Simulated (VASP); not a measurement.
A run of VASP 6.6.1 is set up as follows.

INCAR

```
SYSTEM = CuO
  PREC = Accurate
  ENCUT = 520
  EDIFF = 1E-6
  ISMEAR = -1
  SIGMA = 0.05
  LREAL = .FALSE.
  LASPH = .TRUE.
  NELM = 150
  ALGO = Normal
  ISIF = 2
  LWAVE = .FALSE.
  LCHARG = .FALSE.
  LMAXMIX = 4
  LDAU = .TRUE.
  LDAUTYPE = 2
  LDAUL = 2 -1
  LDAUU = 4.5 0
  LDAUJ = 0 0
  LDAUPRINT = 1
  NBANDS = 25
```

The input KPOINTS:

```
Automatic mesh
0
G
  9 9 5
  0 0 0
```

POSCAR

```
CuO
1.0
    2.0157993882     -2.0370247703      0.0000000000
    2.0157993882      2.0370247703      0.0000000000
    0.0000000000      0.0000000000      5.0649573858
Cu O
2 2
Direct
    0.5000000000      0.0000000000      0.0000000000
    0.0000000000      0.5000000000      0.5000000000
    0.5000000000      0.5000000000      0.2500000000
    0.5000000000      0.5000000000      0.7500000000
```

Potentials or basis: VASP PAW LDA potentials, release 64 (Cu, O).

Launch:

```bash
$ cat potpaw_LDA.64/Cu/POTCAR potpaw_LDA.64/O/POTCAR > POTCAR
$ mpirun -np 1 vasp_std > vasp.out
```

**Question.** What does it give for the band gap on the k mesh?

**Answer.** Zero (bands 17 and 18 overlap by 1.05 eV).

**Question.** Predict the pressure.

**Answer.** -5.1 GPa.

Eigenvalues of the final occupation matrices:
```tsv
site	spin	trace	eigenvalues
site 1 d	1	4.65	0.81 0.94 0.96 0.96 0.98
site 1 d	2	4.65	0.81 0.94 0.96 0.96 0.98
site 2 d	1	4.65	0.81 0.94 0.96 0.96 0.98
site 2 d	2	4.65	0.81 0.94 0.96 0.96 0.98
```

Caveat: the cell stands under tension; U without spin polarisation on a metal has little footing.
